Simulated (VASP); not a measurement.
# W (Im-3m) in VASP: further runs

The runs below take W through single point, relaxation of cell and atoms, with PBE.

Program: VASP 6.6.1. These are calculated values, not measurements. Logs are shortened: lines on timing, memory, paths and dates and some standing lists are left out, and cuts for length are marked.

### 1 The cell of the first run

Symmetry: Im-3m, No. 229, cubic system. The conventional cell has a = 3.184 Å, b = 3.184 Å, c = 3.184 Å, α = 90.00°, β = 90.00°, γ = 90.00°. W (site symmetry m-3m) has 14 W at 2.76 to 3.18 Å within 3.6 Å.

### 2 Single point, PBE

Input file INCAR:

```
PREC     = Accurate       # precision mode
ENCUT    = 520            # plane-wave cutoff, eV
EDIFF    = 1E-6           # SCF threshold, eV
ISMEAR   = 1              # smearing method
SIGMA    = 0.1            # smearing width, eV
LREAL    = False          # projectors in reciprocal space
LASPH    = True           # aspherical terms in the spheres
NELM     = 60             # most SCF steps
ALGO     = Normal         # electronic algorithm
ISIF     = 2              # what is computed and relaxed
LWAVE    = False          # write WAVECAR
LCHARG   = True           # write CHGCAR
GGA      = PE             # functional
LELF     = True           # ELF
LVHAR    = True         
NBANDS   = 13             # bands
```

Input file KPOINTS:

```
regular mesh
0
Gamma
  17 17 17
```

Input file POSCAR:

```
W
1.0
   -1.5921028058      1.5921028058      1.5921028058
    1.5921028058     -1.5921028058      1.5921028058
    1.5921028058      1.5921028058     -1.5921028058
W
1
Direct
    0.0000000000      0.0000000000      0.0000000000
```

Potentials or basis: VASP PAW PBE potentials, release 64 (W_sv).

The run is started by

```bash
> cat potpaw_PBE.64/W_sv/POTCAR > POTCAR
> mpirun -np 1 vasp_std > vasp.out
```

OUTCAR:

```text
PREC = Accurate
   ENCUT = 520
   EDIFF = 1E-6
   ISMEAR = 1
   LREAL = False
   LASPH = True
   NELM = 60
   ISIF = 2
   GGA = PE

 ion  position               nearest neighbor table
   1  0.000  0.000  0.000-

  LATTYP: Found a body centered cubic cell.
 ALAT       =     3.1842056116

  Lattice vectors:

 A1 = (  -1.5921028058,   1.5921028058,   1.5921028058)
 A2 = (   1.5921028058,  -1.5921028058,   1.5921028058)
 A3 = (   1.5921028058,   1.5921028058,  -1.5921028058)

Analysis of symmetry for initial positions (statically):
=====================================================================
 Subroutine PRICEL returns:
 Original cell was already a primitive cell.

 Routine SETGRP: Setting up the symmetry group for a
 body centered cubic supercell.

 Subroutine GETGRP returns: Found 48 space group operations
 (whereof 48 operations were pure point group operations)
 out of a pool of 48 trial point group operations.

The static configuration has the point symmetry O_h .

Analysis of symmetry for dynamics (positions and initial velocities):
=====================================================================
 Subroutine PRICEL returns:
 Original cell was already a primitive cell.

 Routine SETGRP: Setting up the symmetry group for a
 body centered cubic supercell.

 Subroutine GETGRP returns: Found 48 space group operations
 (whereof 48 operations were pure point group operations)
 out of a pool of 48 trial point group operations.

The dynamic configuration has the point symmetry O_h .

 Subroutine INISYM returns: Found 48 space group operations
 (whereof 48 operations are pure point group operations),
 and found     1 'primitive' translations

----------------------------------------------------------------------------------------

                                     Primitive cell

  volume of cell :      16.1426

  direct lattice vectors                    reciprocal lattice vectors
    -1.592102806  1.592102806  1.592102806     0.000000000  0.314050072  0.314050072
     1.592102806 -1.592102806  1.592102806     0.314050072  0.000000000  0.314050072
     1.592102806  1.592102806 -1.592102806     0.314050072  0.314050072  0.000000000

  length of vectors
     2.757602951  2.757602951  2.757602951     0.444133870  0.444133870  0.444133870

  position of ions in fractional coordinates (direct lattice)
     0.000000000  0.000000000  0.000000000

  ion indices of the primitive-cell ions
   primitive index   ion index
                 1           1

----------------------------------------------------------------------------------------

 KPOINTS: regular mesh

Automatic generation of k-mesh.
 Grid dimensions read from file:
 generate k-points for:   17   17   17

 Generating k-lattice:

  Cartesian coordinates                     Fractional coordinates (reciprocal lattice)
     0.000000000  0.018473534  0.018473534     0.058823529  0.000000000  0.000000000
     0.018473534  0.000000000  0.018473534     0.000000000  0.058823529  0.000000000
     0.018473534  0.018473534  0.000000000     0.000000000  0.000000000  0.058823529

  Length of vectors
     0.026125522  0.026125522  0.026125522

  Shift w.r.t. Gamma in fractional coordinates (k-lattice)
     0.000000000  0.000000000  0.000000000

 Subroutine IBZKPT returns following result:
 ===========================================

 Found    165 irreducible k-points:

 Following reciprocal coordinates:
            Coordinates               Weight
  0.000000  0.000000  0.000000      1.000000
  0.058824  0.000000  0.000000     12.000000
  0.117647  0.000000  0.000000     12.000000
  0.176471  0.000000  0.000000     12.000000
  0.235294  0.000000  0.000000     12.000000
  0.294118  0.000000  0.000000     12.000000
[... 16 lines left out ...]
  0.411765  0.117647  0.000000     48.000000
  0.176471  0.176471  0.000000     24.000000
 [... further k-points ...]
   k-points           NKPTS =    165   k-points in BZ     NKDIM =    165   number of bands    NBANDS=     13
   number of dos      NEDOS =    301   number of ions     NIONS =      1
   total plane-waves  NPLWV =  13824
   dimension x,y,z NGX =    24 NGY =   24 NGZ =   24
   dimension x,y,z NGXF=    48 NGYF=   48 NGZF=   48
   ions per type =               1
   NGX,Y,Z   is equivalent  to a cutoff of  14.47, 14.47, 14.47 a.u.
   NGXF,Y,Z  is equivalent  to a cutoff of  28.94, 28.94, 28.94 a.u.
 SYSTEM =  unknown system
   PREC   = accura    normal or accurate (medium, high low for compatibility)
   ISTART =      0    job   : 0-new  1-cont  2-samecut
   ICHARG =      2    charge: 1-file 2-atom 10-const
   ISPIN  =      1    spin polarized calculation?
   LNONCOLLINEAR =      F non collinear calculations
   LSORBIT =      F    spin-orbit coupling
   LASPH  =      T    aspherical Exc in radial PAW
   ENCUT  =  520.0 eV  38.22 Ry    6.18 a.u.   5.13  5.13  5.13*2*pi/ulx,y,z
   NELM   =     60;   NELMIN=  2; NELMDL= -5     # of ELM steps
   EDIFF  = 0.1E-05   stopping-criterion for ELM
   LREAL  =      F    real-space projection
   EDIFFG = 0.1E-04   stopping-criterion for IOM
   NSW    =      0    number of steps for IOM
   IBRION =     -1    ionic relax: 0-MD 1-quasi-New 2-CG
   NFREE  =      0    steps in history (QN), initial steepest desc. (CG)
   ISIF   =      2    stress and relaxation
   ISYM   =      2    0-nonsym 1-usesym 2-fastsym
   POTIM  = 0.5000    time-step for ionic-motion
   TEBEG  =    0.0;   TEEND  =   0.0 temperature during run
   PSTRESS=    0.0 pullay stress
   NELECT =      14.0000    total number of electrons
   NUPDOWN=      -1.0000    fix difference up-down
   EMIN   =  10.00;   EMAX   =-10.00  energy-range for DOS
   EFERMI =   0.00;   METHOD = LEGACY
   ISMEAR =     1;   SIGMA  =   0.10  broadening in eV -4-tet -1-fermi 0-gaus
   EFERMI_NEDOS =   21; number of points for ismear=-14 and -15
   IALGO  =     38    algorithm
   IMIX   =      4    mixing-type and parameters
     AMIX     =   0.40;   BMIX     =  1.00
     AMIX_MAG =   1.60;   BMIX_MAG =  1.00
  volume/ion in A,a.u.               =      16.14       108.94
  Fermi-wavevector in a.u.,A,eV,Ry     =   1.561204  2.950248 33.162281  2.437359
  Thomas-Fermi vector in A             =   2.664304
   LORBIT       =      0    0 simple, 1 ext, 2 COOP (PROOUT), +10 PAW based schemes
   GGA     = PE    functional components
   LHFCALC =     F    Hartree Fock is set to
   AEXX    =    0.0000 exact exchange contribution
   IVDW    =     0    specifies the selected vdW correction
   LEPSILON=     F    determine dielectric tensor
   LRPA    =     F    only Hartree local field effects (RPA)
 non-spin polarized calculation
 Methfessel and Paxton  Order N= 1 SIGMA  =   0.10
  energy-cutoff  :      520.00
  volume of cell :       16.14
 maximum number of plane-waves:       447
 NGX is ok and might be reduce to    24
   NGX = 11   NGY = 11   NGZ = 11

 number of electron      14.0000002 magnetization

 Free energy of the ion-electron system (eV)
  ---------------------------------------------------
  ext. energy  EPLUGINS =         0.00000000
  ---------------------------------------------------
  free energy    TOTEN  =       -12.95395740 eV

  energy without entropy =      -12.95410421  energy(sigma->0) =      -12.95400633

 E-fermi :  11.2085     XC(G=0): -13.5391

 val. band max:       11.1949552361   @ k =  -0.1765   0.1765   0.1176
 cond. band min:      11.2370918437   @ k =  -0.4706   0.4706   0.2353
 fundamental gap:      0.0421366076
 Fermi energy:        11.2085073678

 k-point     1 :       0.0000    0.0000    0.0000
  band No.  band energies     occupation
      1     -63.0317      2.00000
      2     -26.6192      2.00000
      3     -26.6192      2.00000
      4     -26.6192      2.00000
      5       1.6460      2.00000
      6       9.9798      2.00000
      7       9.9798      2.00000
      8       9.9798      2.00000
      9      13.3980      0.00000
     10      13.3980      0.00000
     11      25.6583      0.00000
     12      25.6583      0.00000
     13      25.6583      0.00000

 k-point     2 :       0.0588    0.0000    0.0000
  band No.  band energies     occupation
      1     -63.0276      2.00000
      2     -26.6634      2.00000
      3     -26.6331      2.00000
      4     -26.6195      2.00000
      5       1.8103      2.00000
      6       9.8801      2.00000
      7       9.9574      2.00000
      8      10.1377      2.00000
      9      13.2389      0.00000
     10      13.3991      0.00000
     11      25.7980      0.00000
     12      25.9379      0.00000
     13      26.0571      0.00000

 k-point     3 :       0.1176    0.0000    0.0000
  band No.  band energies     occupation
      1     -63.0157      2.00000
      2     -26.7885      2.00000
      3     -26.6725      2.00000
      4     -26.6200      2.00000
      5       2.2829      2.00000
      6       9.6072      2.00000
      7       9.8577      2.00000
      8      10.6058      2.00000
      9      12.9112     -0.00000
     10      13.4111      0.00000
     11      26.1367      0.00000
     12      26.7486      0.00000
     13      27.0502      0.00000
[... 305 lines left out ...]
 k-point    23 :       0.4118    0.1176    0.0000
  band No.  band energies     occupation
      1     -62.9050      2.00000
      2     -27.7716      2.00000
      3     -27.0635      2.00000
      4     -26.6845      2.00000
      5       5.4871      2.00000
      6       7.8218      2.00000
      7      10.7189      2.00000
      8      13.1317     -0.00000
      9      14.5655      0.00000
     10      17.8228      0.00000
     11      21.4410      0.00000
     12      23.5633      0.00000
     13      27.4008      0.00000

 k-point    24 :       0.1765    0.1765    0.0000
  band No.  band energies     occupation
      1     -62.9481      2.00000
      2     -27.4009      2.00000
      3     -26.8804      2.00000
      4     -26.7000      2.00000
      5       5.0242      2.00000
      6       8.5058      2.00000
      7       8.7514      2.00000
      8      12.4143     -0.00000
      9      14.0510      0.00000
     10      14.3148      0.00000
     11      25.4148      0.00000
     12      27.3741      0.00000
     13      29.7785      0.00000

 [... further k-points ...]

------------------------ aborting loop because EDIFF is reached ----------------------------------------

  FORCE on cell =-STRESS in cart. coord.  units (eV):
  Direction    XX          YY          ZZ          XY          YZ          ZX
  --------------------------------------------------------------------------------------
  -------------------------------------------------------------------------------------
  Total        0.0466219      0.0466219      0.0466219      0.0000000      0.0000000     -0.0000000
  in kB        4.6272955      4.6272955      4.6272955      0.0000000      0.0000000     -0.0000000
  external PRESSURE =       4.6272955 kB  Pullay stress =       0.0000000 kB

 VOLUME and BASIS-vectors are now :
 -----------------------------------------------------------------------------
  energy-cutoff  :      520.00
  volume of cell :       16.14
      direct lattice vectors                 reciprocal lattice vectors
    -1.592102806  1.592102806  1.592102806     0.000000000  0.314050072  0.314050072
     1.592102806 -1.592102806  1.592102806     0.314050072  0.000000000  0.314050072
     1.592102806  1.592102806 -1.592102806     0.314050072  0.314050072  0.000000000

 POSITION                                       TOTAL-FORCE (eV/Angst)
 -----------------------------------------------------------------------------------
      0.00000      0.00000      0.00000        -0.000000      0.000000      0.000000
 -----------------------------------------------------------------------------------
    total drift:                               -0.000000      0.000000      0.000000

  FREE ENERGIE OF THE ION-ELECTRON SYSTEM (eV)
  ---------------------------------------------------
  free  energy   TOTEN  =       -12.9539573985 eV

  energy  without entropy=      -12.9541042072  energy(sigma->0) =      -12.95400633
```

Wall time 15 s (1 thread of AMD EPYC 9R45 (Zen 5), shared host); peak memory 0.14 GiB.

What came out:

- Free energy: -12.9540 eV
- Pressure: 0.5 GPa
- Band gap on the k mesh: zero (band 7 reaches 15.81 eV, above the bottom of band 8 at 9.98 eV)

Levels at points of the mesh, in eV from the Fermi level:
```csv
k point,band 4,band 5,band 6,band 7,band 8,band 9,band 10,band 11
"(0.00, 0.00, 0.00)",-37.83,-9.56,-1.23,-1.23,-1.23,2.19,2.19,14.45
```

Caveat: spin-orbit coupling is left out, which moves the levels of the heavy elements.

### 3 Relaxation of cell and atoms, PBE

This run uses another cell than the first one, of 15.93 Å³/atom, 0.987 times its volume.

Input file INCAR:

```
PREC = Accurate ; ENCUT = 600
EDIFF = 1E-7 ; ISMEAR = 1
SIGMA = 0.1 ; LREAL = F
LASPH = T ; NELM = 100
ALGO = Normal ; ISIF = 3
LWAVE = F ; LCHARG = F
GGA = PE ; IBRION = 2
NSW = 80 ; EDIFFG = -0.005
```

KPOINTS is that of step 2.

Input file POSCAR:

```
W
1.0
   -1.5851578000      1.5851578000      1.5851578000
    1.5851578000     -1.5851578000      1.5851578000
    1.5851578000      1.5851578000     -1.5851578000
W
1
Direct
    0.0000000000      0.0000000000      0.0000000000
```

Potentials or basis: VASP PAW PBE potentials, release 64 (W_sv).

The run is started by

```bash
> cat potpaw_PBE.64/W_sv/POTCAR > POTCAR
> mpirun -np 1 vasp_std > vasp.out
```

OUTCAR:

```text
PREC = Accurate
   ENCUT = 600
   EDIFF = 1E-7
   ISMEAR = 1
   LREAL = F
   LASPH = T
   NELM = 100
   ISIF = 3
   GGA = PE
   IBRION = 2
   NSW = 80
   EDIFFG = -0.005

 ion  position               nearest neighbor table
   1  0.000  0.000  0.000-

  LATTYP: Found a body centered cubic cell.
 ALAT       =     3.1703156000

  Lattice vectors:

 A1 = (  -1.5851578000,   1.5851578000,   1.5851578000)
 A2 = (   1.5851578000,  -1.5851578000,   1.5851578000)
 A3 = (   1.5851578000,   1.5851578000,  -1.5851578000)

Analysis of symmetry for initial positions (statically):
=====================================================================
 Subroutine PRICEL returns:
 Original cell was already a primitive cell.

 Routine SETGRP: Setting up the symmetry group for a
 body centered cubic supercell.

[... 291 lines left out ...]
      2     -26.6479      2.00000
      3     -26.6479      2.00000
      4     -26.6479      2.00000
      5       1.6315      2.00000
      6       9.9583      2.00000
      7       9.9583      2.00000
      8       9.9583      2.00000
      9      13.3698      0.00000
     10      13.3698      0.00000
     11      25.6304      0.00000
[... 309 lines left out ...]
 k-point    24 :       0.1765    0.1765    0.0000
  band No.  band energies     occupation
      1     -62.9751      2.00000
      2     -27.4252      2.00000
      3     -26.9076      2.00000
      4     -26.7282      2.00000
      5       5.0053      2.00000
      6       8.4878      2.00000
      7       8.7322      2.00000
      8      12.3885     -0.00000
      9      14.0203      0.00000
     10      14.2834      0.00000
     11      25.3744      0.00000

 [... further k-points ...]

------------------------ aborting loop because EDIFF is reached ----------------------------------------

  FORCE on cell =-STRESS in cart. coord.  units (eV):
  Direction    XX          YY          ZZ          XY          YZ          ZX
  --------------------------------------------------------------------------------------
  -------------------------------------------------------------------------------------
  Total        0.0005875      0.0005875      0.0005875     -0.0000000     -0.0000000      0.0000000
  in kB        0.0582127      0.0582127      0.0582127     -0.0000000     -0.0000000      0.0000000
  external PRESSURE =       0.0582127 kB  Pullay stress =       0.0000000 kB
[... 16 lines left out ...]
  FREE ENERGIE OF THE ION-ELECTRON SYSTEM (eV)
  ---------------------------------------------------
  free  energy   TOTEN  =       -12.9541618807 eV

  energy  without entropy=      -12.9543088332  energy(sigma->0) =      -12.95421086

 reached required accuracy - stopping structural energy minimisation
```

OSZICAR:

```text
N       E                     dE             d eps       ncg     rms          rms(c)
DAV:   1     0.848036998341E+02    0.84804E+02   -0.85633E+03  3646   0.159E+03
DAV:   2    -0.117764956380E+02   -0.96580E+02   -0.93320E+02  3924   0.359E+02
[... 30 lines left out ...]
   3 F= -.12954160E+02 E0= -.12954209E+02  d E =-.339725E-02
       N       E                     dE             d eps       ncg     rms          rms(c)
DAV:   1    -0.129541736870E+02   -0.13444E-04   -0.28371E-04  3750   0.267E-01    0.443E-02
DAV:   2    -0.129541631203E+02    0.10567E-04   -0.15448E-05  3711   0.536E-02    0.101E-02
DAV:   3    -0.129541615114E+02    0.16089E-05   -0.49289E-06  3819   0.293E-02    0.789E-03
DAV:   4    -0.129541618993E+02   -0.38783E-06   -0.10919E-07  2630   0.467E-03    0.109E-03
DAV:   5    -0.129541618807E+02    0.18535E-07   -0.19375E-08  1815   0.194E-03
   4 F= -.12954162E+02 E0= -.12954211E+02  d E =-.339880E-02
```

CONTCAR:

```text
W
   1.00000000000000
    -1.5929955867074712    1.5929955867074712    1.5929955867074712
     1.5929955867074712   -1.5929955867074712    1.5929955867074712
     1.5929955867074712    1.5929955867074712   -1.5929955867074712
  W
     1
Direct
     0.0000000000000000    0.0000000000000000    0.0000000000000000

  0.00000000E+00  0.00000000E+00  0.00000000E+00
```

Run time: 38 s. Hardware: 1 thread of AMD EPYC 9R45 (Zen 5), shared host; peak memory 0.15 GiB.

What came out:

```yaml
Free_energy: -12.9542 eV
Relaxed_volume: 16.17 Å³/atom
Relaxed_cell: a = 2.759 Å, b = 2.759 Å, c = 2.759 Å, α = 109.47°, β = 109.47°, γ = 109.47°
Space_group_after_relaxing_to_0.05_Å: Im-3m (No. 229)
Energy_gained_by_relaxing: 3.4 meV/atom
Ionic_steps: 4
Pressure_after_relaxing: 0.0 GPa
Band_gap_on_the_k_mesh: zero (band 7 reaches 15.78 eV, above the bottom of band 8 at 9.96 eV)
```

The path:
| step | energy change (eV) | largest force (eV/Å) | pressure (GPa) | volume (Å³) |
| --- | --- | --- | --- | --- |
| 1 | 0.0000 | 0.0000 | 4.65 | 15.93 |
| 2 | 0.0361 | 0.0000 | -14.18 | 17.02 |
| 3 | -0.0034 | 0.0000 | -0.08 | 16.17 |
| 4 | -0.0034 | 0.0000 | 0.01 | 16.17 |

Final structure:
```xyz
1
Lattice="-1.5930 1.5930 1.5930 1.5930 -1.5930 1.5930 1.5930 1.5930 -1.5930" Properties=species:S:1:pos:R:3 pbc="T T T"
W     0.0000    0.0000    0.0000
```

Caveat: spin-orbit coupling is left out, which moves the levels of the heavy elements.
